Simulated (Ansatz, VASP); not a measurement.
**ZrO2 in VASP and in Ansatz**

```
CELL_PARAMETERS angstrom
3.62049 0.00000 0.00000
0.00000 3.62049 0.00000
0.00000 0.00000 5.27871
ATOMIC_POSITIONS crystal
Zr 0.50000 0.50000 0.50000
Zr 0.00000 0.00000 0.00000
O 0.00000 0.50000 0.69335
O 0.50000 0.00000 0.80665
O 0.50000 0.00000 0.30665
O 0.00000 0.50000 0.19335
```

Alike in both runs: functional PBE; k mesh 6 × 6 × 4; occupations gaussian, width 0.02 eV; no spin polarisation.

Ansatz relaxed the structure, and its values are those at the end. VASP's run is a single point on that final structure, the one shown.

|  | VASP | Ansatz |
| --- | --- | --- |
| version | VASP 6.6.1 | Ansatz 0.2.0 |
| potentials or method | VASP PAW PBE potentials, release 64 (Zr_sv, O), cutoff 600 eV | scalar-relativistic, plane waves, PAW |
| valence electrons in the cell | 48 | 48 |

```tsv
	VASP	Ansatz	Ansatz less VASP
gap on the k mesh at the Fermi level (eV)	4.05	4.05	+0.006
least direct gap on the mesh (eV)	4.12	4.13	+0.005
pressure (GPa)	0.2	0.1	-0.09
rms of the force components (eV/Å)	0.006	0.004	-0.0018
```
